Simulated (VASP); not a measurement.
Ca: single point with LDA

The system is Ca.

```xyz
8
Lattice="6.7448 0.0000 0.0000 0.0000 6.7448 0.0000 0.0000 0.0000 6.7448" Properties=species:S:1:pos:R:3 pbc="T T T"
Ca    6.7448    0.0000    0.0000
Ca    3.3724    3.3724    3.3724
Ca    1.6862    6.7448    3.3724
Ca    5.0586    6.7448    3.3724
Ca    3.3724    1.6862    0.0000
Ca    3.3724    5.0586    0.0000
Ca    0.0000    3.3724    1.6862
Ca    0.0000    3.3724    5.0586
```

```json
{
 "Program": "VASP 6.6.1",
 "Task": "single point",
 "Functional": "LDA",
 "Potentials or basis": "VASP PAW LDA potentials, release 64 (Ca_sv)",
 "Cutoff": "520 eV",
 "k mesh": "5 × 5 × 5",
 "Occupations": "fermi-dirac, width 0.1 eV",
 "Spin": "no spin polarisation"
}
```

| Item | Value |
| --- | --- |
| Pressure | 0.0 GPa |
| Band gap on the k mesh | zero (bands 40 and 41 overlap by 0.49 eV) |

Levels at points of the mesh, in eV from the Fermi level:
| k point | band 38 | band 39 | band 40 | band 41 | band 42 | band 43 |
| --- | --- | --- | --- | --- | --- | --- |
| (0.00, 0.00, 0.00) | -0.72 | -0.72 | 0.34 | 0.34 | 0.34 | 0.40 |

Run time: 92 s on 1 thread of AMD EPYC 7R13 Processor (Zen 3), with other jobs on the host, peak memory 0.29 GiB.
